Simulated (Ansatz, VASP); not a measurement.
Two plane-wave programs on AlN

```
Al N
1.0
     0.00000    2.03452    2.03452
     2.03452    0.00000    2.03452
     2.03452    2.03452    0.00000
Al N
1 1
Direct
  0.50000 0.50000 0.50000
  0.00000 0.00000 0.00000
```

Alike in both runs: task relaxation of cell and atoms; functional B3LYP; k mesh 6 × 6 × 6; occupations fermi-dirac, width 0.05 eV; no spin polarisation.

|  | VASP | Ansatz |
| --- | --- | --- |
| version | VASP 6.6.1 | Ansatz 0.2.0 |
| potentials or method | VASP PAW PBE potentials, release 64 (Al, N) | Ansatz PAW |
| plane-wave cutoff (eV) | 600 | 420 |
| valence electrons in the cell | 8 | 8 |

Ansatz gave:

| Quantity | Value |
| --- | --- |
| gap on the k mesh at the Fermi level, each at its own relaxed structure (eV) | 6.38 |
| relaxed volume (Å³/atom) | 8.32 |
| relaxed cell length with the largest relative difference (Å) | 2.865 |

**Question.** What did VASP give for the same quantities?

**Answer.** gap on the k mesh at the Fermi level, each at its own relaxed structure (eV): 6.35; relaxed volume (Å³/atom): 8.34; relaxed cell length with the largest relative difference (Å): 2.868.

VASP's potentials were made for PBE, not for B3LYP.

The k mesh is coarse, so the values compare programs but aren't converged. Noted on Ansatz's run: the plane-wave basis is chosen anew once the cell has moved, so the energies of steps on either side of that aren't comparable.
